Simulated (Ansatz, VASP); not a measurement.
CsSbSI2 in VASP and in Ansatz

Contents of INCAR:

```
ALGO = Normal ; EDIFF = 1E-7
ENCUT = 520 ; GGA = PE
ISIF = 2 ; ISMEAR = -1
LASPH = T ; LCHARG = T
LELF = T ; LREAL = F
LVHAR = T ; LWAVE = F
NBANDS = 25 ; NELM = 60
PREC = Accurate ; SIGMA = 0.2585199978643553
```

KPOINTS

```
k-points
0
Gamma
  2 2 4
```

File POSCAR:

```
CsSbSI2
1.0
    6.3217010000      0.0000000000      0.0000000000
    0.0000000000      6.3217010000      0.0000000000
    0.0000000000      0.0000000000      5.0850440000
Cs Sb S I
1 1 1 2
Direct
    0.0000000000      0.0000000000      0.0000000000
    0.5000000000      0.5000000000      0.5000000000
    0.5000000000      0.5000000000      0.0000000000
    0.0000000000      0.5000000000      0.5000000000
    0.5000000000      0.0000000000      0.5000000000
```

Input for Ansatz:

```yaml
crystal:
  lattice:
    - [6.321701, 0.0, 0.0]
    - [0.0, 6.321701, 0.0]
    - [0.0, 0.0, 5.085044]
  atoms:
    - { symbol: Cs, position: [0.0, 0.0, 0.0] }
    - { symbol: Sb, position: [0.5, 0.5, 0.5] }
    - { symbol: S, position: [0.5, 0.5, 0.0] }
    - { symbol: I, position: [0.0, 0.5, 0.5] }
    - { symbol: I, position: [0.5, 0.0, 0.5] }
basis:
  ecutwfc: 420
kpoints:
  mp_grid: { grid: [2, 2, 4] }
hamiltonian:
  xc: pbe
scf:
  occupations: { method: fermi_dirac, width: "3000 K" }
output:
  forces: true
  stress: true
  eigenvalues: true
```

Alike in both runs: task single point; functional PBE; k mesh 2 × 2 × 4; no spin polarisation.

|  | VASP | Ansatz |
| --- | --- | --- |
| version | VASP 6.6.1 | Ansatz 0.2.0 |
| potentials or method | VASP PAW PBE potentials, release 64 (Cs_sv, Sb, S, I), cutoff 520 eV | scalar-relativistic, plane waves, PAW |
| occupations | fermi-dirac, width 0.25852 eV | fermi-dirac |
| valence electrons in the cell | 34 | 64 |

Ansatz gave:

```
gap on the k mesh at the Fermi level (eV)                     : none
pressure (GPa)                                                : 0.4
traceless stress, the component that is largest in VASP (GPa) : -1.45
```

Q: Which values does VASP return?

A: gap on the k mesh at the Fermi level (eV): none; pressure (GPa): 0.3; traceless stress, the component that is largest in VASP (GPa): -1.45.

A gap of «none» marks a metal or a gap that the smearing closes. VASP's potentials hold 34 valence electrons a cell and Ansatz's 64, so a difference there can come from the potentials and not from the codes.

The k mesh is coarse, so the values compare programs but aren't converged. Neither program's run includes spin-orbit coupling.
